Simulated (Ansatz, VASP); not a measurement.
# BN in VASP and in Ansatz

```
B N
1.0
     2.50611    0.00000    0.00000
    -1.25306    2.17036    0.00000
     1.18616    0.00000    9.88465
B N
3 3
Direct
  0.99998 0.00000 0.00036
  0.66664 0.33333 0.33369
  0.33331 0.66666 0.66703
  0.66669 0.33334 0.00054
  0.33336 0.66667 0.33387
  0.00002 0.00000 0.66721
```

Change from the starting cell: shear of c along a, cell held, atoms relaxed: +12.0 %.

Alike in both runs: functional PBE; dispersion D3(BJ); k mesh 12 × 12 × 4; occupations gaussian, width 0.02 eV; no spin polarisation.

Ansatz relaxed the structure, and its values are those at the end. VASP's run is a single point on that final structure, the one shown.

|  | VASP | Ansatz |
| --- | --- | --- |
| version | VASP 6.6.1 | Ansatz 0.2.0 |
| potentials or method | VASP PAW PBE potentials, release 64 (B, N), cutoff 520 eV | scalar-relativistic, plane waves, PAW |
| valence electrons in the cell | 24 | 24 |

|  | VASP | Ansatz | Ansatz less VASP |
| --- | --- | --- | --- |
| gap on the k mesh at the Fermi level (eV) | 3.70 | 3.70 | +0.008 |
| least direct gap on the mesh (eV) | 4.21 | 4.21 | +0.004 |
| pressure (GPa) | 0.1 | 0.1 | -0.08 |

Ansatz's warnings: stress scf threshold loose.
